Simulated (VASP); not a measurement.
Wanted: the native input for a VASP 6.6.1 run.

```yaml
Task: single point
Functional: PBE
Potentials_or_basis: VASP PAW PBE potentials, release 64 (Sc_sv, Ga_d, S)
Cutoff: 520 eV
k_mesh: 4 × 4 × 3
Occupations: gaussian, width 0.2 eV
Spin: no spin polarisation
Dipole_correction: no
Further_INCAR_settings: ALGO = Normal; EDIFF = 1e-06; NBANDS = 50
```

The structure of ScGa5S lies in POSCAR:

```
ScGa5S
1.0
    2.7262507841     -5.1283128401      0.0000000000
    2.7262507841      5.1283128401      0.0000000000
    0.0000000000      0.0000000000      5.0786226642
Sc Ga S
1 5 1
Direct
    0.0000000000      0.0000000000      0.5000000000
    0.7282140796      0.2717859204      0.7438588702
    0.2717859204      0.7282140796      0.7438588702
    0.2717859204      0.7282140796      0.2561411298
    0.7282140796      0.2717859204      0.2561411298
    0.5000000000      0.5000000000      0.0000000000
    0.0000000000      0.0000000000      0.0000000000
```

These files were run (other wordings do the same):

INCAR

```
PREC = Accurate
ENCUT = 520
EDIFF = 1E-6
ISMEAR = 0
SIGMA = 0.2
LREAL = F
LASPH = T
NELM = 60
ALGO = Normal
ISIF = 2
LWAVE = F
LCHARG = F
GGA = PE
NBANDS = 50
```

KPOINTS

```
regular mesh
0
Gamma
  4 4 3
```

Potentials or basis: VASP PAW PBE potentials, release 64 (Sc_sv, Ga_d, S).

Command:

```console
$ cat potpaw_PBE.64/Sc_sv/POTCAR potpaw_PBE.64/Ga_d/POTCAR potpaw_PBE.64/S/POTCAR > POTCAR
$ mpirun -np 1 vasp_std > vasp.out
```

It gave:

```json
{"Pressure": "0.1 GPa", "Largest force": "0.007 eV/Å", "Band gap on the k mesh": "zero (band 41 reaches 5.60 eV, above the bottom of band 42 at 4.28 eV)"}
```

Caveat: the k points lie up to 0.41 Å⁻¹ apart.

Wall time 2.4 min on 1 thread of Intel(R) Xeon(R) Platinum 8488C (Sapphire Rapids) (shared host), peak memory 0.32 GiB.
